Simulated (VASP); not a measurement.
P, 8 atoms in the cell. Symmetry: C2/m, No. 12, monoclinic system. The conventional cell has a = 9.259 Å, b = 8.171 Å, c = 5.030 Å, α = 90.00°, β = 90.50°, γ = 90.00°. Within 2.8 Å of P (site symmetry m) lie 3 P at 2.14 to 2.26 Å. Within 2.8 Å of P (site symmetry m) lie 3 P at 2.14 to 2.16 Å. P (site symmetry 1) has 3 P at 2.16 to 2.26 Å within 2.9 Å.  This cell differs from its parent crystal: strain +0.025 along x and y, -0.050 along z.

```yaml
Program: VASP 6.6.1
Task: single point
Functional: PBEsol
Potentials_or_basis: VASP PAW PBE potentials, release 64 (P)
Cutoff: 520 eV
k_mesh: 6 × 6 × 6
Occupations: gaussian, width 0.05 eV
Spin: no spin polarisation
Dipole_correction: no
Further_INCAR_settings: ALGO = Normal; EDIFF = 1e-06; NBANDS = 30
```

Potentials or basis: VASP PAW PBE potentials, release 64 (P).

Run with:

```bash
$ cat potpaw_PBE.64/P/POTCAR > POTCAR
$ mpirun -np 1 vasp_std > vasp.out
```

Hardware: 1 thread of Intel(R) Xeon(R) Platinum 8488C (Sapphire Rapids) (shared host).

Estimate the wall time of this run.

Wall time 6.7 min on 1 thread of Intel(R) Xeon(R) Platinum 8488C (Sapphire Rapids) (shared host), peak memory 0.45 GiB. Counts: scf iterations 15, k points 68.
